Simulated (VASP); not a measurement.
Mg3Te:

```
Te Mg
1.0
    -2.09569    2.09569    5.17465
     2.09569   -2.09569    5.17465
     2.09569    2.09569   -5.17465
Te Mg
1 3
Cartesian
  0.0000 0.0000 0.0000
  2.0957 0.0000 2.5873
  0.0000 2.0957 2.5873
  0.0000 0.0000 5.1747
```

Base run:

- Program: VASP 6.6.1
- Functional: LDA
- Potentials or basis: VASP PAW LDA potentials, release 64 (Te, Mg)
- Cutoff: 520 eV
- k mesh: 9 × 9 × 9
- Occupations: fermi-dirac, width 0.05 eV
- Spin: no spin polarisation

Its results: band gap on the k mesh zero (band 6 reaches 5.36 eV, above the bottom of band 7 at 3.88 eV); pressure -0.3 GPa.

Task: The run is repeated on the same cell with these changes: functional from LDA to r2SCAN; potentials or basis from VASP PAW LDA potentials, release 64 (Te, Mg) to VASP PAW PBE potentials, release 64 (Te, Mg). What comes out?

Result: Band gap on the k mesh zero (band 6 reaches 5.82 eV, above the bottom of band 7 at 4.00 eV); pressure 1.7 GPa.

Caveats: spin-orbit coupling is left out, which moves the levels of the heavy elements; the PAW data sets were made with another functional, which shifts forces and pressure a little (some runs).
